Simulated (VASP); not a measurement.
Crystal: Co.

```
CELL_PARAMETERS angstrom
3.62800 1.81400 1.81400
1.81400 3.62800 1.81400
1.81400 1.81400 3.62800
ATOMIC_POSITIONS crystal
Co 0.00000 0.00000 0.00000
Co 0.50000 0.50000 0.50000
```

This isn't the form of Co at room conditions, which is hcp.

Base run:

```yaml
Program: VASP 6.6.1
Functional: PBE
Potentials_or_basis: VASP PAW PBE potentials, release 64 (Co)
Cutoff: 600 eV
k_mesh: 11 × 11 × 11
Occupations: fermi-dirac, width 0.05 eV
Spin: collinear spin, ferromagnetic start
Starting_moments: "[3.0, 3.0] μB"
```

Its results: pressure -15.9 GPa; net moment 3.38 μB per cell.

**Question.** After a change of settings the same cell gave: pressure -26.5 GPa; net moment 0.00 μB per cell. Which change was it?
A. moments at the start from [3.0, 3.0] to [0.3, 0.3]
B. moments at the start from [3.0, 3.0] to [1.97, 1.97]
C. spin from collinear spin, ferromagnetic start to collinear spin; moments at the start from [3.0, 3.0] to [0.0, 3.0]
D. cutoff from 600 eV to 520 eV; further incar settings from ALGO = Normal; EDIFF = 1e-06; NBANDS = 20 to ALGO = Normal; EDIFF = 1e-07; NBANDS = 20

**Answer.** A.

Caveats: the cell stands under tension.
